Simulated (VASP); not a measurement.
# TaN (P-6m2) in VASP: a series of runs, part 3 of 3

VASP 6.6.1.

### Step 4. Electric field gradients, PBE (10.45 Å³/atom)

This run uses another cell than the first one, of 10.45 Å³/atom.

Contents of INCAR:

```
SYSTEM = TaN
ALGO     = Normal         ! electronic algorithm
EDIFF    = 1E-8           ! SCF threshold, eV
ENCUT    = 520            ! plane-wave cutoff, eV
GGA      = PE             ! functional
GGA_COMPAT= .FALSE.      
ISIF     = 2              ! what is computed and relaxed
ISMEAR   = -1             ! smearing method
LASPH    = .TRUE.         ! aspherical terms in the spheres
LCHARG   = .FALSE.        ! write CHGCAR
LEFG     = .TRUE.       
LREAL    = .FALSE.        ! projectors in reciprocal space
LWAVE    = .FALSE.        ! write WAVECAR
NBANDS   = 16             ! bands
NELM     = 120            ! most SCF steps
PREC     = Accurate       ! precision mode
SIGMA    = 0.02           ! smearing width, eV
```

Contents of KPOINTS:

```
k-points
0
G
  12 12 10
  0 0 0
```

Contents of POSCAR:

```
TaN
1.0
    2.9083200731      0.0000000000      0.0000000000
   -1.4541600366      2.5186790657      0.0000000000
    0.0000000000      0.0000000000      2.8538767967
Ta N
1 1
Direct
    0.3333333333      0.6666666667      0.5000000000
    0.0000000000      0.0000000000      0.0000000000
```

Potentials or basis: VASP PAW PBE potentials, release 64 (Ta_sv_GW, N).

Started as:

```bash
$ cat potpaw_PBE.64/Ta_sv_GW/POTCAR potpaw_PBE.64/N/POTCAR > POTCAR
$ mpirun -np 1 vasp_std > vasp.out
```

OUTCAR:

```text
SYSTEM = TaN
   EDIFF = 1E-8
   ENCUT = 520
   GGA = PE
   ISIF = 2
   ISMEAR = -1
   LASPH = .TRUE.
   LREAL = .FALSE.
   NELM = 120
   PREC = Accurate

 ion  position               nearest neighbor table
   1  0.333  0.667  0.500-   2 2.20   2 2.20   2 2.20   2 2.20   2 2.20   2 2.20
   2  0.000  0.000  0.000-   1 2.20   1 2.20   1 2.20   1 2.20   1 2.20   1 2.20

  LATTYP: Found a hexagonal cell.
 ALAT       =     2.9083200731
 C/A-ratio  =     0.9812801635

  Lattice vectors:

 A1 = (   2.9083200731,   0.0000000000,   0.0000000000)
 A2 = (  -1.4541600366,   2.5186790657,   0.0000000000)
 A3 = (   0.0000000000,   0.0000000000,   2.8538767967)

Analysis of symmetry for initial positions (statically):
=====================================================================
 Subroutine PRICEL returns:
 Original cell was already a primitive cell.

 Routine SETGRP: Setting up the symmetry group for a
 hexagonal supercell.

 Subroutine GETGRP returns: Found 12 space group operations
 (whereof 12 operations were pure point group operations)
 out of a pool of 24 trial point group operations.

The static configuration has the point symmetry D_3h.

Analysis of symmetry for dynamics (positions and initial velocities):
=====================================================================
 Subroutine PRICEL returns:
 Original cell was already a primitive cell.

 Routine SETGRP: Setting up the symmetry group for a
 hexagonal supercell.

 Subroutine GETGRP returns: Found 12 space group operations
 (whereof 12 operations were pure point group operations)
 out of a pool of 24 trial point group operations.

The dynamic configuration has the point symmetry D_3h.

 Subroutine INISYM returns: Found 12 space group operations
 (whereof 12 operations are pure point group operations),
 and found     1 'primitive' translations

----------------------------------------------------------------------------------------

                                     Primitive cell

  volume of cell :      20.9050

  direct lattice vectors                    reciprocal lattice vectors
     2.908320073  0.000000000  0.000000000     0.343841109  0.198516757  0.000000000
    -1.454160037  2.518679066  0.000000000     0.000000000  0.397033514  0.000000000
     0.000000000  0.000000000  2.853876797     0.000000000  0.000000000  0.350400550

  length of vectors
     2.908320073  2.908320073  2.853876797     0.397033514  0.397033514  0.350400550

  position of ions in fractional coordinates (direct lattice)
     0.333333333  0.666666667  0.500000000
     0.000000000  0.000000000  0.000000000

  ion indices of the primitive-cell ions
   primitive index   ion index
                 1           1
                 2           2

----------------------------------------------------------------------------------------

 KPOINTS: k-points

Automatic generation of k-mesh.
 Grid dimensions read from file:
[... 72 lines left out ...]
   ISYM   =      2    0-nonsym 1-usesym 2-fastsym
   POTIM  = 0.5000    time-step for ionic-motion
   TEBEG  =    0.0;   TEEND  =   0.0 temperature during run
   PSTRESS=    0.0 pullay stress
   NELECT =      18.0000    total number of electrons
   NUPDOWN=      -1.0000    fix difference up-down
   EMIN   =  10.00;   EMAX   =-10.00  energy-range for DOS
   EFERMI =   0.00;   METHOD = LEGACY
   ISMEAR =    -1;   SIGMA  =   0.02  broadening in eV -4-tet -1-fermi 0-gaus
   EFERMI_NEDOS =   21; number of points for ismear=-14 and -15
   IALGO  =     38    algorithm
   IMIX   =      4    mixing-type and parameters
     AMIX     =   0.40;   BMIX     =  1.00
     AMIX_MAG =   1.60;   BMIX_MAG =  1.00
  volume/ion in A,a.u.               =      10.45        70.54
  Fermi-wavevector in a.u.,A,eV,Ry     =   1.557455  2.943164 33.003202  2.425667
  Thomas-Fermi vector in A             =   2.661103
   LORBIT       =      0    0 simple, 1 ext, 2 COOP (PROOUT), +10 PAW based schemes
   GGA     = PE    functional components
   LHFCALC =     F    Hartree Fock is set to
   AEXX    =    0.0000 exact exchange contribution
   IVDW    =     0    specifies the selected vdW correction
   LEPSILON=     F    determine dielectric tensor
   LRPA    =     F    only Hartree local field effects (RPA)
 non-spin polarized calculation
  energy-cutoff  :      520.00
  volume of cell :       20.91
 maximum number of plane-waves:       581
 NGX is ok and might be reduce to    24
   NGX = 11   NGY = 11   NGZ = 11

 number of electron      18.0000000 magnetization

 Free energy of the ion-electron system (eV)
  ---------------------------------------------------
  ext. energy  EPLUGINS =         0.00000000
  ---------------------------------------------------
  free energy    TOTEN  =       -24.91407398 eV

  energy without entropy =      -24.91398929  energy(sigma->0) =      -24.91403163

 E-fermi :  13.0120     XC(G=0): -13.8618

 val. band max:       12.9041934843   @ k =   0.0000   0.0000   0.4000
 cond. band min:      13.0282731402   @ k =   0.3333   0.3333   0.0000
 fundamental gap:      0.1240796559
 Fermi energy:        13.0120206565

 k-point     1 :       0.0000    0.0000    0.0000
  band No.  band energies     occupation
      1     -55.5632      2.00000
      2     -21.8392      2.00000
      3     -21.5648      2.00000
      4     -21.5648      2.00000
      5      -5.0912      2.00000
      6       8.2018      2.00000
[... 433 lines left out ...]
      3     -21.8128      2.00000
      4     -21.7491      2.00000
      5      -3.2796      2.00000
      6       5.1825      2.00000
[... 8 lines left out ...]
     15      26.3128      0.00000
     16      29.3214      0.00000

 [... further k-points ...]

------------------------ aborting loop because EDIFF is reached ----------------------------------------

  FORCE on cell =-STRESS in cart. coord.  units (eV):
  Direction    XX          YY          ZZ          XY          YZ          ZX
  --------------------------------------------------------------------------------------
  -------------------------------------------------------------------------------------
  Total        1.9882346      1.9882346      2.3219026     -0.0000000      0.0000000      0.0000000
  in kB      152.3799961    152.3799962    177.9525938     -0.0000000      0.0000000      0.0000000
  external PRESSURE =     160.9041954 kB  Pullay stress =       0.0000000 kB

 VOLUME and BASIS-vectors are now :
 -----------------------------------------------------------------------------
  energy-cutoff  :      520.00
  volume of cell :       20.91
      direct lattice vectors                 reciprocal lattice vectors
     2.908320073  0.000000000  0.000000000     0.343841109  0.198516757  0.000000000
    -1.454160037  2.518679066  0.000000000     0.000000000  0.397033514  0.000000000
     0.000000000  0.000000000  2.853876797     0.000000000  0.000000000  0.350400550

 POSITION                                       TOTAL-FORCE (eV/Angst)
 -----------------------------------------------------------------------------------
     -0.00000      1.67912      1.42694        -0.000000      0.000000      0.000000
      0.00000      0.00000      0.00000         0.000000     -0.000000      0.000000
 -----------------------------------------------------------------------------------
    total drift:                                0.000000     -0.000000     -0.000000

  FREE ENERGIE OF THE ION-ELECTRON SYSTEM (eV)
  ---------------------------------------------------
  free  energy   TOTEN  =       -24.9140739800 eV

  energy  without entropy=      -24.9139892873  energy(sigma->0) =      -24.91403163

 Electric field gradients (V/A^2)
---------------------------------------------------------------------
 ion       V_xx      V_yy      V_zz      V_xy      V_xz      V_yz
---------------------------------------------------------------------
   1     -15.462   -15.462    30.924    -0.000     0.000     0.000
   2      -0.054    -0.053     0.107     0.001    -0.000     0.000
---------------------------------------------------------------------

 Electric field gradients after diagonalization (V/A^2)
 (convention: |V_zz| > |V_xx| > |V_yy|)
----------------------------------------------------------------------
 ion       V_xx      V_yy      V_zz     asymmetry (V_yy - V_xx)/ V_zz
----------------------------------------------------------------------
   1     -15.462   -15.462    30.924       0.000
   2      -0.054    -0.053     0.107       0.017
----------------------------------------------------------------------

           NMR quadrupolar parameters

 Cq : quadrupolar parameter    Cq=e*Q*V_zz/h
 eta: asymmetry parameters     (V_yy - V_xx)/ V_zz
 Q  : nuclear electric quadrupole moment in mb (millibarn)
----------------------------------------------------------------------
 ion       Cq(MHz)       eta       Q (mb)
----------------------------------------------------------------------
   1       0.075       0.000       1.000
   2       0.000       0.017       1.000
----------------------------------------------------------------------
```

It took 21 s on 1 thread of Intel Xeon Platinum 8488C (Sapphire Rapids), shared host; peak memory 0.18 GiB.

Results:

```yaml
Free_energy: -24.9141 eV
Pressure: 16.1 GPa
Band_gap_on_the_k_mesh: zero (bands 9 and 10 overlap by 0.52 eV)
Largest_electric_field_gradient_by_atom: Ta +30.9; N +0.1 V/Å²
```

Stress tensor (GPa, compression positive):
```
15.24  0.00  0.00
 0.00 15.24  0.00
 0.00  0.00 17.80
```

Electric field gradients, principal values (V/Å²):
| atom | least | middle | greatest (by size) |
| --- | --- | --- | --- |
| 1 Ta | -15.462 | -15.462 | 30.924 |
| 2 N | -0.053 | -0.054 | 0.107 |

Caveat: the cell stands under pressure; without QUAD_EFG the Cq values of the log hold for a quadrupole moment of 1 mb, not for the nuclei; spin-orbit coupling is left out, which moves the levels of the heavy elements.

### Step 5. Overview

```tsv
cell	gap on the mesh (eV)	pressure (GPa)
a = 2.918, b = 2.918, c = 2.864 Å, angles 90.0, 90.0, 120.0°, 2 atoms	none	12.0
a = 2.938, b = 2.938, c = 2.941 Å, angles 90.0, 90.0, 120.0°, 2 atoms	none	-2.9
a = 2.908, b = 2.908, c = 2.854 Å, angles 90.0, 90.0, 120.0°, 2 atoms	none	16.1
```

Alike in all rows: task electric field gradients; level PBE; potentials or basis VASP PAW PBE potentials, release 64 (Ta_sv_GW, N); no spin polarisation; k mesh 12 × 12 × 10; cutoff (eV) 520; smearing fermi-dirac 0.02 eV.

Caveats: spin-orbit coupling is left out, which moves the levels of the heavy elements; the cell stands under pressure (at least some runs); the stress differs along the axes, from -11 to 1 GPa (at least some runs).

Total energies depend on the potentials used, so only differences within one code and one set of settings carry meaning.

The gap in the log of VASP goes by the Fermi energy; the results here count the filled bands.